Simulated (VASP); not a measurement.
ZnO, 4 atoms in the cell. Symmetry: P6_3mc, No. 186, hexagonal system. The conventional cell has a = 3.249 Å, b = 3.249 Å, c = 5.204 Å, α = 90.00°, β = 90.00°, γ = 120.00°. Zn (site symmetry 3m) has 4 O at 1.97 to 1.99 Å within 2.6 Å. O (site symmetry 3m) has 4 Zn at 1.97 to 1.99 Å within 2.6 Å. 

```yaml
Program: VASP 6.6.1
Task: relaxation of cell and atoms
Functional: LDA
Potentials_or_basis: VASP PAW LDA potentials, release 64 (Zn, O)
Cutoff: 600 eV
k_mesh: 15 × 15 × 8
Occupations: gaussian, width 0.02 eV
Spin: no spin polarisation
Dipole_correction: no
Further_INCAR_settings: ALGO = Normal; EDIFF = 1e-06; IBRION = 2; EDIFFG = -0.002; NSW = 100; ISIF = 3
```

Potentials or basis: VASP PAW LDA potentials, release 64 (Zn, O).

The run is started by

```console
$ cat potpaw_LDA.64/Zn/POTCAR potpaw_LDA.64/O/POTCAR > POTCAR
$ mpirun -np 1 vasp_std > vasp.out
```

Hardware: 1 thread of Intel(R) Xeon(R) Platinum 8488C (Sapphire Rapids), with other jobs on the host.

Problem. Estimate the wall time of this run.

Solution. Run time: 15 min on 1 thread of Intel(R) Xeon(R) Platinum 8488C (Sapphire Rapids) (shared host), peak memory 0.27 GiB. Counts: scf iterations 89, k points 135, ion steps 15.
